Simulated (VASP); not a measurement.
# Be3H2 (Fmmm) in VASP: further runs, part 3 of 3

VASP 6.6.1.

### Step 4. Single point, PBE

This run uses another cell than the first one, of 10.63 Å³/atom.

Input file INCAR:

```
PREC = Accurate
ENCUT = 520
EDIFF = 1E-6
ISMEAR = 0
SIGMA = 0.1
LREAL = False
LASPH = True
NELM = 60
ALGO = Normal
ISIF = 2
LWAVE = False
LCHARG = False
GGA = PE
NBANDS = 12
```

Input file KPOINTS:

```
regular mesh
0
Gamma
  12 12 12
```

Input file POSCAR:

```
Be3H2
1.0
    0.0000000000      3.2075548516      4.4773244392
    1.8511593116      0.0000000000      4.4773244392
    1.8511593116      3.2075548516      0.0000000000
Be H
3 2
Direct
    0.1624418248      0.8375581752      0.1624418248
    0.8375581752      0.1624418248      0.8375581752
    0.5000000000      0.5000000000      0.5000000000
    0.8823440008      0.8823440008      0.1176559992
    0.1176559992      0.1176559992      0.8823440008
```

Command:

```sh
cat potpaw_PBE.64/Be/POTCAR potpaw_PBE.64/H/POTCAR > POTCAR
mpirun -np 1 vasp_std > vasp.out
```

It took 5.6 min on 1 thread of Intel Xeon 8259CL, shared host; peak memory 0.3 GiB.

The run converged. Its results:

- Free energy: -16.7015 eV
- Pressure: 0.0 GPa
- Largest force: 0.019 eV/Å
- Band gap on the k mesh: zero (bands 4 and 5 overlap by 0.59 eV)

Forces in eV/Å, atoms in the order of the input:
```
Be   0.000  0.019  0.000
Be   0.000 -0.019  0.000
Be   0.000  0.000  0.000
H    0.000  0.000 -0.012
H    0.000  0.000  0.012
```

Levels at points of the mesh, in eV from the Fermi level:
```
           k point  band 1  band 2  band 3  band 4  band 5  band 6  band 7  band 8  band 9
(0.00, 0.00, 0.00)  -10.44   -5.79   -2.10    0.25    1.15    1.49    1.94    4.61    7.43
(0.50, 0.00, 0.00)   -9.09   -5.73   -4.93   -3.06    0.22    3.19    4.94    5.60    6.45
(0.50, 0.50, 0.00)  -10.05   -6.96   -2.14    0.15    1.20    1.39    4.60    6.40    7.33
(0.50, 0.00, 0.50)   -9.31   -5.56   -4.58   -2.71    1.31    1.47    4.25    4.26    5.67
(0.00, 0.50, 0.50)   -9.02   -5.44   -5.28   -2.81   -0.34    1.02    4.69    9.31    9.89
```

### Step 5. Relaxation of cell and atoms, PBE

Input file INCAR:

```
SYSTEM = Be3H2
PREC     = Accurate       ! precision mode
ENCUT    = 600            ! plane-wave cutoff, eV
EDIFF    = 1E-6           ! SCF threshold, eV
ISMEAR   = 0              ! smearing method
SIGMA    = 0.1            ! smearing width, eV
LREAL    = .FALSE.        ! projectors in reciprocal space
LASPH    = .TRUE.         ! aspherical terms in the spheres
NELM     = 100            ! most SCF steps
ALGO     = Normal         ! electronic algorithm
ISIF     = 3              ! what is computed and relaxed
LWAVE    = .FALSE.        ! write WAVECAR
LCHARG   = .FALSE.        ! write CHGCAR
GGA      = PE             ! functional
IBRION   = 2              ! ionic algorithm
NSW      = 100            ! ionic steps
EDIFFG   = -0.01          ! ionic threshold
```

Input file KPOINTS:

```
Automatic mesh
0
G
  12 12 12
  0 0 0
```

Input file POSCAR:

```
Be3H2
1.0
    0.0000000000      3.2102321776      4.1380434153
    1.8468481771      0.0000000000      4.1380434153
    1.8468481771      3.2102321776      0.0000000000
Be H
3 2
Direct
    0.1628803140      0.8371196860      0.1628803140
    0.8371196860      0.1628803140      0.8371196860
    0.5000000000      0.5000000000      0.5000000000
    0.8729069037      0.8729069037      0.1270930963
    0.1270930963      0.1270930963      0.8729069037
```

Command:

```sh
cat potpaw_PBE.64/Be/POTCAR potpaw_PBE.64/H/POTCAR > POTCAR
mpirun -np 1 vasp_std > vasp.out
```

Wall time 31 min (1 thread of Intel Xeon 8259CL, shared host); peak memory 0.3 GiB.

The run converged. Its results:

```
Free energy                           : -16.7017 eV
Relaxed volume                        : 10.43 Å³/atom
Relaxed cell                          : a = 5.438 Å, b = 4.763 Å, c = 3.706 Å, α = 78.81°, β = 59.23°, γ = 41.96°
Space group after relaxing (to 0.1 Å) : Fmmm (No. 69)
Energy gained by relaxing             : 0.5 meV/atom
Ionic steps                           : 17
Pressure after relaxing               : 0.0 GPa
Largest force after relaxing          : 0.008 eV/Å
Band gap on the k mesh                : zero (bands 4 and 5 overlap by 0.68 eV)
```

Forces on the atoms (eV/Å):
```
Be   0.000 -0.008  0.000
Be   0.000  0.008  0.000
Be   0.000  0.000  0.000
H    0.000  0.000 -0.008
H    0.000  0.000  0.008
```

Stress tensor (GPa, compression positive):
```
 0.01  0.00  0.00
 0.00 -0.13  0.00
 0.00  0.00  0.06
```

Step by step:
| step | energy change (eV) | largest force (eV/Å) | pressure (GPa) | volume (Å³) |
| --- | --- | --- | --- | --- |
| 1 | 0.0000 | 0.0271 | 0.24 | 49.07 |
| 2 | -0.0002 | 0.0078 | 0.15 | 49.17 |
| 3 | -0.0003 | 0.0151 | 0.03 | 49.30 |
| 4 | -0.0004 | 0.0164 | 0.02 | 49.35 |
| 5 | -0.0005 | 0.0301 | -0.01 | 49.47 |
| 6 | -0.0005 | 0.0288 | -0.01 | 49.49 |
| 7 | -0.0007 | 0.0250 | 0.02 | 49.56 |
| 8 | -0.0009 | 0.0175 | 0.07 | 49.68 |
| 9 | -0.0011 | 0.0081 | 0.18 | 49.93 |
| 10 | -0.0011 | 0.0450 | 0.41 | 50.43 |
| 11 | -0.0012 | 0.0276 | 0.30 | 50.20 |
| 12 | -0.0013 | 0.0266 | 0.29 | 50.25 |
| 13 | -0.0015 | 0.0236 | 0.27 | 50.40 |
| 14 | -0.0018 | 0.0180 | 0.21 | 50.70 |
| 15 | -0.0023 | 0.0087 | 0.11 | 51.31 |
| 16 | -0.0024 | 0.0140 | -0.07 | 52.52 |
| 17 | -0.0025 | 0.0079 | -0.02 | 52.17 |

Final structure:
```cif
data_structure
_symmetry_space_group_name_H-M 'P 1'
_symmetry_Int_Tables_number 1
_cell_length_a 5.4383
_cell_length_b 4.7632
_cell_length_c 3.7063
_cell_angle_alpha 78.813
_cell_angle_beta 59.230
_cell_angle_gamma 41.957
_cell_volume 52.17
loop_
_atom_site_label
_atom_site_type_symbol
_atom_site_fract_x
_atom_site_fract_y
_atom_site_fract_z
_atom_site_occupancy
Be1 Be 0.16266 0.83734 0.16266 1
Be2 Be 0.83734 0.16266 0.83734 1
Be3 Be 0.50000 0.50000 0.50000 1
H1 H 0.88002 0.88002 0.11998 1
H2 H 0.11998 0.11998 0.88002 1
```

Levels at points of the mesh, in eV from the Fermi level:
| k point | band 2 | band 3 | band 4 | band 5 | band 6 | band 7 |
| --- | --- | --- | --- | --- | --- | --- |
| (0.00, 0.00, 0.00) | -5.68 | -2.07 | 0.29 | 1.15 | 1.51 | 2.04 |
| (0.50, 0.00, 0.00) | -5.73 | -4.87 | -3.05 | 0.23 | 3.19 | 5.02 |
| (0.50, 0.50, 0.00) | -6.99 | -2.12 | 0.17 | 1.21 | 1.40 | 4.71 |
| (0.50, 0.00, 0.50) | -5.56 | -4.48 | -2.67 | 1.43 | 1.53 | 4.26 |
| (0.00, 0.50, 0.50) | -5.47 | -5.24 | -2.79 | -0.38 | 1.01 | 4.78 |

### Step 6. The runs side by side

| task | cell | k mesh | cutoff (eV) | gap on the mesh (eV) | pressure (GPa) | relaxed volume (Å³/atom) | largest force (eV/Å) |
| --- | --- | --- | --- | --- | --- | --- | --- |
| single point | a = 3.704, b = 4.531, c = 5.237 Å, angles 43.8, 57.9, 78.3°, 5 atoms, atomic positions A | 6 × 6 × 6 | 520 | none | 0.1 | - | 0.02 |
| relaxation of cell and atoms | relaxed from a = 4.387, b = 4.248, c = 3.396 Å, angles 69.0, 64.7, 46.3°, 5 atoms, atomic positions B | 6 × 6 × 6 | 600 | none | 0.2 | 8.76 | 0.04 |
| single point | a = 5.508, b = 4.845, c = 3.703 Å, angles 79.0, 59.7, 41.3°, 5 atoms, atomic positions C | 12 × 12 × 12 | 520 | none | 0.0 | - | 0.02 |
| relaxation of cell and atoms | relaxed from a = 5.237, b = 4.531, c = 3.704 Å, angles 78.3, 57.9, 43.8°, 5 atoms, atomic positions D | 12 × 12 × 12 | 600 | none | 0.0 | 10.43 | 0.01 |

Alike in all rows: level PBE; potentials or basis VASP PAW PBE potentials, release 64 (Be, H); no spin polarisation; smearing gaussian 0.1 eV.

Caveats: a cell axis changed by over 15 % at a fixed basis, so the end point is rough (at least some runs).

Total energies depend on the potentials used, so only differences within one code and one set of settings carry meaning.
